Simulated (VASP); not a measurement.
# Se: single point with PBE

Se:

```
Se
1.0
     1.39427   -4.03900    0.00000
     1.39427    4.03900    0.00000
     0.00000    0.00000    4.61343
Se
2
Direct
  0.06648 0.93879 0.24590
  0.91308 0.04970 0.75607
```

This cell differs from its parent crystal: atoms moved at random.

* Program: VASP 6.6.1
* Task: single point
* Functional: PBE
* Potentials or basis: VASP PAW PBE potentials, release 64 (Se)
* Cutoff: 500 eV
* k mesh: 4 × 4 × 2
* Occupations: fermi-dirac, width 0.06 eV
* Spin: no spin polarisation

The pressure is 2.2 GPa. The largest force is 0.679 eV/Å and the band gap on the k mesh is zero (band 6 reaches 5.43 eV, above the bottom of band 7 at 2.80 eV).

Forces in eV/Å, atoms in the order of the input:
```
Se  -0.069 -0.673 -0.049
Se   0.069  0.673  0.049
```

Stress tensor (GPa, compression positive):
```
 12.83   0.17  -0.05
  0.17   4.40  -0.05
 -0.05  -0.05 -10.58
```

Levels at points of the mesh, in eV from the Fermi level:
```
           k point  band 3  band 4  band 5  band 6  band 7  band 8  band 9  band 10
(0.00, 0.00, 0.00)   -6.74   -2.60   -2.35    1.98    2.11    4.33    5.34     6.54
(0.50, 0.00, 0.00)   -6.60   -4.87   -3.60   -1.45   -0.57    2.81    5.02     5.59
(0.00, 0.50, 0.00)   -6.65   -4.88   -3.60   -1.38   -0.65    3.06    4.72     5.75
(0.50, 0.50, 0.00)   -6.42   -4.47   -2.33    0.41    1.78    4.43    8.38    10.52
(0.00, 0.00, 0.50)   -3.99   -3.90   -0.12    0.08    2.91    3.13    4.68     4.75
(0.50, 0.00, 0.50)   -5.53   -5.31   -2.80   -2.75    2.05    2.30    5.02     5.10
(0.00, 0.50, 0.50)   -5.50   -5.28   -2.81   -2.75    1.89    2.13    5.22     5.30
(0.50, 0.50, 0.50)   -5.51   -5.49    0.62    0.87    2.79    3.03    7.67     7.91
```

It took 8.1 s on 1 thread of Intel(R) Xeon(R) 6975P-C (Granite Rapids), with other jobs on the host, peak memory 0.17 GiB.

Caveat: the k points lie up to 0.68 Å⁻¹ apart; the cell differs from its parent crystal (atoms moved at random).
